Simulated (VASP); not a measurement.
Set up this calculation in VASP 6.6.1, as the native input.

* Task: single point
* Functional: PBE
* Potentials or basis: VASP PAW PBE potentials, release 64 (Nb_sv, Si, O)
* Cutoff: 520 eV
* k mesh: 6 × 6 × 6
* Occupations: gaussian, width 0.1 eV
* Spin: no spin polarisation
* Dipole correction: no
* Further INCAR settings: ALGO = Normal; EDIFF = 1e-07; NBANDS = 28

The structure of Nb2Si2O lies in POSCAR:

```
Nb2Si2O
1.0
   -1.8585939100      1.8585939100      5.0904363500
    1.8585939100     -1.8585939100      5.0904363500
    1.8585939100      1.8585939100     -5.0904363500
Nb Si O
2 2 1
Direct
    0.7500000000      0.2500000000      0.5000000000
    0.2500000000      0.7500000000      0.5000000000
    0.3750000000      0.3750000000      0.0000000000
    0.6250000000      0.6250000000      0.0000000000
    0.0000000000      0.0000000000      0.0000000000
```

The cell was built from a structure type or drawn by symmetry, and may not be a known phase.

These files were run (other wordings do the same):

INCAR

```
SYSTEM = Nb2Si2O
PREC     = Accurate       ! precision mode
ENCUT    = 520            ! plane-wave cutoff, eV
EDIFF    = 1E-7           ! SCF threshold, eV
ISMEAR   = 0              ! smearing method
SIGMA    = 0.1            ! smearing width, eV
LREAL    = .FALSE.        ! projectors in reciprocal space
LASPH    = .TRUE.         ! aspherical terms in the spheres
NELM     = 60             ! most SCF steps
ALGO     = Normal         ! electronic algorithm
ISIF     = 2              ! what is computed and relaxed
LWAVE    = .FALSE.        ! write WAVECAR
LCHARG   = .TRUE.         ! write CHGCAR
GGA      = PE             ! functional
LELF     = .TRUE.         ! ELF
LVHAR    = .TRUE.       
NBANDS   = 28             ! bands
```

KPOINTS

```
Automatic mesh
0
G
  6 6 6
  0 0 0
```

Potentials or basis: VASP PAW PBE potentials, release 64 (Nb_sv, Si, O).

The run is started by

```sh
$ cat potpaw_PBE.64/Nb_sv/POTCAR potpaw_PBE.64/Si/POTCAR potpaw_PBE.64/O/POTCAR > POTCAR
$ mpirun -np 1 vasp_std > vasp.out
```

Results of the run:

```yaml
Pressure: 62.8 GPa
Largest_force: 9.542 eV/Å
Band_gap_on_the_k_mesh: zero (bands 20 and 21 overlap by 1.04 eV)
```

Caveat: the cell stands under pressure; forces of over 1 eV/Å act on the atoms, so gaps and moduli don't describe the material at rest.

It took 2.5 min on 1 thread of Intel(R) Xeon(R) 6975P-C (Granite Rapids), with other jobs on the host, peak memory 0.33 GiB.
